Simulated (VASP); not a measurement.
# Se in VASP: notebook

Se is run at these levels: PBEsol; tasks: single point.

Everything below comes from runs of VASP 6.6.1. Logs are shortened: lines on timing, memory, paths and dates and some standing lists are left out, and cuts for length are marked.

### 1 The cell of the first run

It takes space group Im-3m (No. 229, cubic). The conventional cell has a = 3.464 Å, b = 3.464 Å, c = 3.464 Å, α = 90.00°, β = 90.00°, γ = 90.00°. Within 4.0 Å of Se (site symmetry m-3m) lie 14 Se at 3.00 to 3.46 Å.

This isn't the form of Se at room conditions, which is trigonal, of chains.

### 2 Single point, PBEsol (strained)

INCAR reads:

```
SYSTEM = Se
ALGO = Normal
EDIFF = 1E-6
ENCUT = 520
GGA = PS
ISIF = 2
ISMEAR = 0
LASPH = .TRUE.
LCHARG = .TRUE.
LELF = .TRUE.
LREAL = .FALSE.
LVHAR = .TRUE.
LWAVE = .FALSE.
NBANDS = 9
NELM = 80
PREC = Accurate
SIGMA = 0.1
```

KPOINTS reads:

```
k-points
0
G
  18 18 18
  0 0 0
```

POSCAR reads:

```
Se
1.0
   -1.7321346896      1.7321346896      1.7321346896
    1.7321346896     -1.7321346896      1.7321346896
    1.7321346896      1.7321346896     -1.7321346896
Se
1
Direct
    0.0000000000      0.0000000000      0.0000000000
```

Potentials or basis: VASP PAW PBE potentials, release 64 (Se).

Started as:

```sh
cat potpaw_PBE.64/Se/POTCAR > POTCAR
mpirun -np 1 vasp_std > vasp.out
```

OUTCAR:

```text
SYSTEM = Se
   EDIFF = 1E-6
   ENCUT = 520
   GGA = PS
   ISIF = 2
   ISMEAR = 0
   LASPH = .TRUE.
   LREAL = .FALSE.
   NELM = 80
   PREC = Accurate

 ion  position               nearest neighbor table
   1  0.000  0.000  0.000-

  LATTYP: Found a body centered cubic cell.
 ALAT       =     3.4642693792

  Lattice vectors:

 A1 = (  -1.7321346896,   1.7321346896,   1.7321346896)
 A2 = (   1.7321346896,  -1.7321346896,   1.7321346896)
 A3 = (   1.7321346896,   1.7321346896,  -1.7321346896)

Analysis of symmetry for initial positions (statically):
=====================================================================
 Subroutine PRICEL returns:
 Original cell was already a primitive cell.

 Routine SETGRP: Setting up the symmetry group for a
 body centered cubic supercell.

 Subroutine GETGRP returns: Found 48 space group operations
 (whereof 48 operations were pure point group operations)
 out of a pool of 48 trial point group operations.

The static configuration has the point symmetry O_h .

Analysis of symmetry for dynamics (positions and initial velocities):
=====================================================================
 Subroutine PRICEL returns:
 Original cell was already a primitive cell.

 Routine SETGRP: Setting up the symmetry group for a
 body centered cubic supercell.

 Subroutine GETGRP returns: Found 48 space group operations
 (whereof 48 operations were pure point group operations)
 out of a pool of 48 trial point group operations.

The dynamic configuration has the point symmetry O_h .

 Subroutine INISYM returns: Found 48 space group operations
 (whereof 48 operations are pure point group operations),
 and found     1 'primitive' translations

----------------------------------------------------------------------------------------

                                     Primitive cell

  volume of cell :      20.7876

  direct lattice vectors                    reciprocal lattice vectors
    -1.732134690  1.732134690  1.732134690     0.000000000  0.288661155  0.288661155
     1.732134690 -1.732134690  1.732134690     0.288661155  0.000000000  0.288661155
     1.732134690  1.732134690 -1.732134690     0.288661155  0.288661155  0.000000000

  length of vectors
     3.000145288  3.000145288  3.000145288     0.408228520  0.408228520  0.408228520

  position of ions in fractional coordinates (direct lattice)
     0.000000000  0.000000000  0.000000000

  ion indices of the primitive-cell ions
   primitive index   ion index
                 1           1

----------------------------------------------------------------------------------------

 KPOINTS: k-points

Automatic generation of k-mesh.
 Grid dimensions read from file:
 generate k-points for:   18   18   18

 Generating k-lattice:

  Cartesian coordinates                     Fractional coordinates (reciprocal lattice)
     0.000000000  0.016036731  0.016036731     0.055555556  0.000000000  0.000000000
     0.016036731  0.000000000  0.016036731     0.000000000  0.055555556  0.000000000
     0.016036731  0.016036731  0.000000000     0.000000000  0.000000000  0.055555556

  Length of vectors
     0.022679362  0.022679362  0.022679362

  Shift w.r.t. Gamma in fractional coordinates (k-lattice)
     0.000000000  0.000000000  0.000000000

 Subroutine IBZKPT returns following result:
 ===========================================

 Found    195 irreducible k-points:

 Following reciprocal coordinates:
            Coordinates               Weight
  0.000000  0.000000  0.000000      1.000000
  0.055556  0.000000  0.000000     12.000000
  0.111111  0.000000  0.000000     12.000000
  0.166667  0.000000  0.000000     12.000000
  0.222222  0.000000  0.000000     12.000000
  0.277778  0.000000  0.000000     12.000000
[... 16 lines left out ...]
  0.333333  0.111111  0.000000     48.000000
  0.388889  0.111111  0.000000     48.000000
 [... further k-points ...]
   k-points           NKPTS =    195   k-points in BZ     NKDIM =    195   number of bands    NBANDS=      9
   number of dos      NEDOS =    301   number of ions     NIONS =      1
   total plane-waves  NPLWV =  13824
   dimension x,y,z NGX =    24 NGY =   24 NGZ =   24
   dimension x,y,z NGXF=    48 NGYF=   48 NGZF=   48
   ions per type =               1
   NGX,Y,Z   is equivalent  to a cutoff of  13.30, 13.30, 13.30 a.u.
   NGXF,Y,Z  is equivalent  to a cutoff of  26.60, 26.60, 26.60 a.u.
 SYSTEM =  Se
   PREC   = accura    normal or accurate (medium, high low for compatibility)
   ISTART =      0    job   : 0-new  1-cont  2-samecut
   ICHARG =      2    charge: 1-file 2-atom 10-const
   ISPIN  =      1    spin polarized calculation?
   LNONCOLLINEAR =      F non collinear calculations
   LSORBIT =      F    spin-orbit coupling
   LASPH  =      T    aspherical Exc in radial PAW
   ENCUT  =  520.0 eV  38.22 Ry    6.18 a.u.   5.58  5.58  5.58*2*pi/ulx,y,z
   NELM   =     80;   NELMIN=  2; NELMDL= -5     # of ELM steps
   EDIFF  = 0.1E-05   stopping-criterion for ELM
   LREAL  =      F    real-space projection
   EDIFFG = 0.1E-04   stopping-criterion for IOM
   NSW    =      0    number of steps for IOM
   IBRION =     -1    ionic relax: 0-MD 1-quasi-New 2-CG
   NFREE  =      0    steps in history (QN), initial steepest desc. (CG)
   ISIF   =      2    stress and relaxation
   ISYM   =      2    0-nonsym 1-usesym 2-fastsym
   POTIM  = 0.5000    time-step for ionic-motion
   TEBEG  =    0.0;   TEEND  =   0.0 temperature during run
   PSTRESS=    0.0 pullay stress
   NELECT =       6.0000    total number of electrons
   NUPDOWN=      -1.0000    fix difference up-down
   EMIN   =  10.00;   EMAX   =-10.00  energy-range for DOS
   EFERMI =   0.00;   METHOD = LEGACY
   ISMEAR =     0;   SIGMA  =   0.10  broadening in eV -4-tet -1-fermi 0-gaus
   EFERMI_NEDOS =   21; number of points for ismear=-14 and -15
   IALGO  =     38    algorithm
   IMIX   =      4    mixing-type and parameters
     AMIX     =   0.40;   BMIX     =  1.00
     AMIX_MAG =   1.60;   BMIX_MAG =  1.00
  volume/ion in A,a.u.               =      20.79       140.28
  Fermi-wavevector in a.u.,A,eV,Ry     =   1.081908  2.044509 15.925953  1.170525
  Thomas-Fermi vector in A             =   2.217936
   LORBIT       =      0    0 simple, 1 ext, 2 COOP (PROOUT), +10 PAW based schemes
   GGA     = PS    functional components
   LHFCALC =     F    Hartree Fock is set to
   AEXX    =    0.0000 exact exchange contribution
   IVDW    =     0    specifies the selected vdW correction
   LEPSILON=     F    determine dielectric tensor
   LRPA    =     F    only Hartree local field effects (RPA)
 non-spin polarized calculation
 Gauss-broadening in eV      SIGMA  =   0.10
  energy-cutoff  :      520.00
  volume of cell :       20.79
 maximum number of plane-waves:       586
   NGX = 11   NGY = 11   NGZ = 11

 number of electron       5.9999999 magnetization

 Free energy of the ion-electron system (eV)
  ---------------------------------------------------
  ext. energy  EPLUGINS =         0.00000000
  ---------------------------------------------------
  free energy    TOTEN  =        -3.37202959 eV

  energy without entropy =       -3.36880558  energy(sigma->0) =       -3.37041759

 E-fermi :   5.1665     XC(G=0): -10.6224

 val. band max:        5.1566411128   @ k =  -0.1667   0.1667   0.0556
 cond. band min:       5.1702185634   @ k =   0.1667   0.0000   0.0000
 fundamental gap:      0.0135774505
 Fermi energy:         5.1665387449

 k-point     1 :       0.0000    0.0000    0.0000
  band No.  band energies     occupation
      1     -10.8156      2.00000
      2       7.9864      0.00000
      3       7.9864      0.00000
      4       7.9864      0.00000
      5      15.8320      0.00000
      6      17.4596      0.00000
      7      17.4596      0.00000
      8      17.4596      0.00000
      9      20.3783      0.00000

 k-point     2 :       0.0556    0.0000    0.0000
  band No.  band energies     occupation
      1     -10.7524      2.00000
      2       7.5730      0.00000
      3       7.8547      0.00000
      4       7.9632      0.00000
      5      16.1062      0.00000
      6      17.1736      0.00000
      7      17.3639      0.00000
      8      17.7307      0.00000
      9      19.6729      0.00000

 k-point     3 :       0.1111    0.0000    0.0000
  band No.  band energies     occupation
      1     -10.5642      2.00000
      2       6.5290      0.00000
      3       7.5050      0.00000
      4       7.8959      0.00000
      5      16.0356      0.00000
      6      16.5280      0.00000
      7      17.6360      0.00000
      8      18.4985      0.00000
      9      19.3394      0.00000

 k-point     4 :       0.1667    0.0000    0.0000
  band No.  band energies     occupation
      1     -10.2555      2.00000
      2       5.1702      0.95850
      3       7.0347      0.00000
      4       7.7909      0.00000
      5      15.1386      0.00000
      6      15.7983      0.00000
      7      18.4837      0.00000
      8      19.5326      0.00000
      9      19.6644      0.00000

 k-point     5 :       0.2222    0.0000    0.0000
  band No.  band energies     occupation
      1      -9.8356      2.00000
      2       3.7033      2.00000
      3       6.5348      0.00000
      4       7.6599      0.00000
      5      14.1889      0.00000
      6      15.1135      0.00000
      7      19.1589      0.00000
      8      19.5459      0.00000
      9      21.1366      0.00000

 k-point     6 :       0.2778    0.0000    0.0000
  band No.  band energies     occupation
      1      -9.3216      2.00000
      2       2.2504      2.00000
      3       6.0690      0.00000
      4       7.5187      0.00000
      5      13.3770      0.00000
      6      14.5251      0.00000
      7      19.7912      0.00000
      8      19.8152      0.00000
      9      22.7460      0.00000
[... 169 lines left out ...]
 k-point    21 :       0.2222    0.1111    0.0000
  band No.  band energies     occupation
      1      -9.1545      2.00000
      2       2.1866      2.00000
      3       5.4139      0.00047
      4       7.0312      0.00000
      5      14.0218      0.00000
      6      15.1494      0.00000
      7      18.4587      0.00000
      8      20.5795      0.00000
      9      22.1636      0.00000

 k-point    22 :       0.2778    0.1111    0.0000
  band No.  band energies     occupation
      1      -8.5909      2.00000
      2       0.9617      2.00000
      3       4.8985      1.99985
      4       6.8551      0.00000
      5      13.4804      0.00000
      6      14.9167      0.00000
      7      18.8222      0.00000
      8      22.0424      0.00000
      9      22.8700      0.00000

 k-point    23 :       0.3333    0.1111    0.0000
  band No.  band energies     occupation
      1      -8.0305      2.00000
      2      -0.1055      2.00000
      3       4.5254      2.00000
      4       6.7144      0.00000
      5      13.0848      0.00000
      6      14.7403      0.00000
      7      19.3941      0.00000
      8      22.8072      0.00000
      9      23.6536      0.00000

 k-point    24 :       0.3889    0.1111    0.0000
  band No.  band energies     occupation
      1      -7.5845      2.00000
      2      -0.8683      2.00000
      3       4.3005      2.00000
      4       6.6236      0.00000
      5      12.8454      0.00000
      6      14.6283      0.00000
      7      20.1473      0.00000
      8      22.2080      0.00000
      9      24.5280      0.00000

 [... further k-points ...]
[... 5 lines left out ...]
  --------------------------------------------------------------------------------------
  -------------------------------------------------------------------------------------
  Total       -0.7159178     -0.7159178     -0.7159178      0.0000000      0.0000000      0.0000000
  in kB      -55.1783549    -55.1783549    -55.1783549      0.0000000      0.0000000      0.0000000
  external PRESSURE =     -55.1783549 kB  Pullay stress =       0.0000000 kB

 VOLUME and BASIS-vectors are now :
 -----------------------------------------------------------------------------
  energy-cutoff  :      520.00
  volume of cell :       20.79
      direct lattice vectors                 reciprocal lattice vectors
    -1.732134690  1.732134690  1.732134690     0.000000000  0.288661155  0.288661155
     1.732134690 -1.732134690  1.732134690     0.288661155  0.000000000  0.288661155
     1.732134690  1.732134690 -1.732134690     0.288661155  0.288661155  0.000000000

 POSITION                                       TOTAL-FORCE (eV/Angst)
 -----------------------------------------------------------------------------------
      0.00000      0.00000      0.00000        -0.000000     -0.000000      0.000000
 -----------------------------------------------------------------------------------
    total drift:                                0.000000     -0.000000     -0.000000

  FREE ENERGIE OF THE ION-ELECTRON SYSTEM (eV)
  ---------------------------------------------------
  free  energy   TOTEN  =        -3.3720295915 eV

  energy  without entropy=       -3.3688055804  energy(sigma->0) =       -3.37041759
```

Wall time 27 s (1 thread of Intel Xeon Platinum 8259CL at 2.50GHz (Skylake/Cascade Lake), shared host); peak memory 0.16 GiB.

Results:

| Property | Result |
| --- | --- |
| Free energy | -3.3720 eV |
| Pressure | -5.5 GPa |
| Band gap on the k mesh | zero (bands 3 and 4 overlap by 6.01 eV) |

Levels at points of the mesh, in eV from the Fermi level:
| k point | band 1 | band 2 | band 3 | band 4 | band 5 | band 6 | band 7 |
| --- | --- | --- | --- | --- | --- | --- | --- |
| (0.00, 0.00, 0.00) | -15.98 | 2.82 | 2.82 | 2.82 | 10.67 | 12.29 | 12.29 |
| (0.50, 0.00, 0.00) | -12.69 | -6.53 | -0.02 | 2.01 | 6.76 | 8.27 | 17.10 |
| (0.50, 0.50, 0.50) | -10.44 | -3.19 | -3.19 | -3.19 | 4.05 | 4.05 | 22.34 |

Caveat: the cell differs from its parent crystal (strained); the cell stands under tension; the PAW data sets were made with another functional, which shifts forces and pressure a little.

[end of part 1 of 2]
